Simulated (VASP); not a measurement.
PbS, 2 atoms in the cell. Symmetry: Pm-3m, No. 221, cubic system. Conventional cell: a = 3.654 Å, b = 3.654 Å, c = 3.654 Å, α = 90.00°, β = 90.00°, γ = 90.00°. Pb (site symmetry m-3m) has 8 S at 3.16 Å and 6 Pb at 3.65 Å within 4.2 Å. S (site symmetry m-3m) has 8 Pb at 3.16 Å and 6 S at 3.65 Å within 4.2 Å. 

```yaml
Program: VASP 6.6.1
Task: single point
Functional: PBE
Potentials_or_basis: VASP PAW PBE potentials, release 64 (Pb_d, S)
Cutoff: 520 eV
k_mesh: 7 × 7 × 7
Occupations: gaussian, width 0.011 eV
Spin: no spin polarisation
Dipole_correction: no
Further_INCAR_settings: ALGO = Normal; EDIFF = 1e-07; NBANDS = 17
```

Potentials or basis: VASP PAW PBE potentials, release 64 (Pb_d, S).

Launch:

```sh
$ cat potpaw_PBE.64/Pb_d/POTCAR potpaw_PBE.64/S/POTCAR > POTCAR
$ mpirun -np 1 vasp_std > vasp.out
```

Hardware: 1 thread of Intel(R) Xeon(R) Platinum 8259CL CPU @ 2.50GHz (Skylake/Cascade Lake), with other jobs on the host.

**Question.** Estimate the wall time of this run.

**Answer.** It took 15 s on 1 thread of Intel(R) Xeon(R) Platinum 8259CL CPU @ 2.50GHz (Skylake/Cascade Lake) (shared host), peak memory 0.16 GiB. Counts: scf iterations 13, k points 20.
